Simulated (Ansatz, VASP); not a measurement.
## Two plane-wave programs on TiAl

```
Ti Al
1.0
     3.17906    0.00000    0.00000
     0.00000    3.17906    0.00000
     0.00000    0.00000    3.17906
Ti Al
1 1
Direct
  0.00000 0.00000 0.00000
  0.50000 0.50000 0.50000
```

Alike in both runs: task single point; functional r2SCAN; dispersion rVV10; k mesh 6 × 6 × 6; occupations gaussian, width 0.1 eV; no spin polarisation.

```csv
,VASP,Ansatz
version,VASP 6.6.1,Ansatz 0.2.0
potentials or method,"VASP PAW PBE potentials, release 64 (Ti_sv, Al), cutoff 520 eV","scalar-relativistic, plane waves, PAW"
valence electrons in the cell,15,15
```

VASP gave:

* gap on the k mesh at the Fermi level (eV): none
* pressure (GPa): -1.5

Problem. Which values does Ansatz return?

Solution. gap on the k mesh at the Fermi level (eV): none; pressure (GPa): -1.7.

VASP's potentials were made for PBE, not for r2SCAN. A gap of «none» marks a metal or a gap that the smearing closes.
